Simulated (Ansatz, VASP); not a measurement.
## Two plane-wave programs on Bi2O

```
Bi O
1.0
     3.52072    0.00000    0.00000
    -1.76036    3.04903    0.00000
     0.00000    0.00000    6.21929
Bi O
2 1
Cartesian
  0.0000 2.0327 1.6729
  1.7604 1.0163 4.5463
  0.0000 0.0000 0.0000
```

Change from the starting cell: species swapped into the MnBr2 type (P-3m1, No. 164).

Alike in both runs: functional PBE; k mesh 18 × 18 × 8; occupations gaussian, width 0.1 eV; no spin polarisation.

Ansatz relaxed the structure, and its values are those at the end. VASP's run is a single point on that final structure, the one shown.

|  | VASP | Ansatz |
| --- | --- | --- |
| version | VASP 6.6.1 | Ansatz 0.2.0 |
| potentials or method | VASP PAW PBE potentials, release 64 (Bi_d, O), cutoff 520 eV | scalar-relativistic, plane waves, PAW |
| valence electrons in the cell | 36 | 36 |

```csv
,VASP,Ansatz,Ansatz less VASP
gap on the k mesh at the Fermi level (eV),none,none,-
pressure (GPa),-0.1,0.0,+0.04
```

A gap of «none» marks a metal or a gap that the smearing closes. With one functional, cell and mesh, what is left measures potentials, basis and numerics.

Neither program's run includes spin-orbit coupling.
